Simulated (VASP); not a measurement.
Set up this calculation in VASP 6.6.1, as the native input.

```yaml
Task: electric field gradients
Functional: PBEsol
Potentials_or_basis: VASP PAW PBE potentials, release 64 (Cu)
Cutoff: 520 eV
k_mesh: 17 × 17 × 17
Occupations: fermi-dirac, width 0.03 eV
Spin: no spin polarisation
Dipole_correction: no
Further_INCAR_settings: ALGO = Normal; EDIFF = 1e-08; NBANDS = 12
```

The structure of Cu lies in POSCAR:

```
Cu
1.0
    0.0000000000      1.8429501765      1.8429501765
    1.8429501765      0.0000000000      1.8429501765
    1.8429501765      1.8429501765      0.0000000000
Cu
1
Direct
    0.0000000000      0.0000000000      0.0000000000
```

This cell differs from its parent crystal: volume scaled by 1.06.

One way to write it, as run:

INCAR

```
SYSTEM = Cu
PREC = Accurate
ENCUT = 520
EDIFF = 1E-8
ISMEAR = -1
SIGMA = 0.03
LREAL = .False.
LASPH = .True.
NELM = 100
ALGO = Normal
ISIF = 2
LWAVE = .False.
LCHARG = .False.
GGA = PS
LEFG = .True.
NBANDS = 12
```

KPOINTS

```
regular mesh
0
Gamma
  17 17 17
  0 0 0
```

Potentials or basis: VASP PAW PBE potentials, release 64 (Cu).

The run is started by

```console
$ cat potpaw_PBE.64/Cu/POTCAR > POTCAR
$ mpirun -np 1 vasp_std > vasp.out
```

It gave:

```yaml
Pressure: -12.7 GPa
```

Caveat: without QUAD_EFG the Cq values of the log hold for a quadrupole moment of 1 mb, not for the nuclei; the PAW data sets were made with another functional, which shifts forces and pressure a little.

Run time: 17 s on 1 thread of Intel(R) Xeon(R) Platinum 8488C (Sapphire Rapids), with other jobs on the host, peak memory 0.14 GiB.
